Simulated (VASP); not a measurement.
Set up this calculation in VASP 6.6.1, as the native input.

```yaml
Task: single point
Functional: HSE06
Potentials_or_basis: VASP PAW PBE potentials, release 64 (Pb_d, S)
Cutoff: 400 eV
k_mesh: 2 × 2 × 2
Occupations: gaussian, width 0.01 eV
Spin: no spin polarisation
Dipole_correction: no
Grid_for_exact_exchange_PRECFOCK: Normal
Further_INCAR_settings: ALGO = Normal; EDIFF = 1e-06; NBANDS = 17
Share_of_exact_exchange: 0.25
Screening_parameter: 0.2079 1/Å
```

The system is PbS.

```
Pb S
1.0
     0.00000    3.30098    3.30098
     3.30098    0.00000    3.30098
     3.30098    3.30098    0.00000
Pb S
1 1
Direct
  0.00000 0.00000 0.00000
  0.25000 0.25000 0.25000
```

The input as run:

POSCAR

```
PbS
1.0
    0.0000000000      3.3009774971      3.3009774971
    3.3009774971      0.0000000000      3.3009774971
    3.3009774971      3.3009774971      0.0000000000
Pb S
1 1
Direct
    0.0000000000      0.0000000000      0.0000000000
    0.2500000000      0.2500000000      0.2500000000
```

INCAR.step1

```
PREC = Accurate ; ENCUT = 400
EDIFF = 1E-5 ; ISMEAR = 0
SIGMA = 0.01 ; LREAL = False
LASPH = True ; NELM = 120
ALGO = Normal ; ISIF = 2
LWAVE = True ; LCHARG = False
NBANDS = 17 ; GGA = PE
GGA_COMPAT = False
```

INCAR.step2

```
PREC = Accurate ; ENCUT = 400
EDIFF = 1E-6 ; ISMEAR = 0
SIGMA = 0.01 ; LREAL = False
LASPH = True ; NELM = 120
ALGO = Normal ; ISIF = 2
LWAVE = False ; LCHARG = False
GGA = PE ; LHFCALC = True
HFSCREEN = 0.2079 ; PRECFOCK = Normal
NBANDS = 17 ; ISTART = 1
GGA_COMPAT = False
```

KPOINTS

```
Automatic mesh
0
Gamma
  2 2 2
```

Potentials or basis: VASP PAW PBE potentials, release 64 (Pb_d, S).

Launch:

```sh
$ cat potpaw_PBE.64/Pb_d/POTCAR potpaw_PBE.64/S/POTCAR > POTCAR
$ cp INCAR.step1 INCAR
$ mpirun -np 1 vasp_std > vasp.out
$ cp INCAR.step2 INCAR
$ mpirun -np 1 vasp_std > vasp.out
```

Results of the run:

```yaml
Pressure: -1.6 GPa
Band_gap_on_the_k_mesh: 1.95 eV
```

Caveat: the k points lie up to 0.82 Å⁻¹ apart; the PAW data sets were made with another functional, which shifts forces and pressure a little; spin-orbit coupling is left out, which moves the levels of the heavy elements.

Wall time 27 s on 1 thread of Intel(R) Xeon(R) 6975P-C (Granite Rapids), with other jobs on the host, peak memory 0.26 GiB.
